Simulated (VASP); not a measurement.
CdSe:

```
Cd Se
1.0
     0.00000    2.86898    2.86898
     2.86898    0.00000    2.86898
     2.86898    2.86898    0.00000
Cd Se
1 1
Direct
  0.00000 0.00000 0.00000
  0.50000 0.50000 0.50000
```

- Program: VASP 6.6.1
- Task: relaxation of cell and atoms
- Functional: LDA
- Potentials or basis: VASP PAW LDA potentials, release 64 (Cd, Se)
- Cutoff: 600 eV
- k mesh: 8 × 8 × 8
- Occupations: fermi-dirac, width 0.02 eV
- Spin: no spin polarisation

At the start: pressure -5.4 GPa; volume 23.61 Å³/atom.

**Question.** Where does the relaxation end?

**Answer.** Over 3 steps the energy falls by 34.8 meV/atom and the volume is 21.71 Å³/atom (-8.1 %); space group Fm-3m (No. 225, to 0.1 Å) before and after.

Step by step:
```csv
step,energy change (eV),largest force (eV/Å),pressure (GPa),volume (Å³)
1,0.0000,0.0000,-5.38,47.23
2,-0.0578,0.0000,2.79,42.01
3,-0.0697,0.0000,-0.03,43.41
```

Final structure:
```
Cd Se
1.0
     0.00000    2.78952    2.78952
     2.78952    0.00000    2.78952
     2.78952    2.78952    0.00000
Cd Se
1 1
Direct
  0.00000 0.00000 0.00000
  0.50000 0.50000 0.50000
```
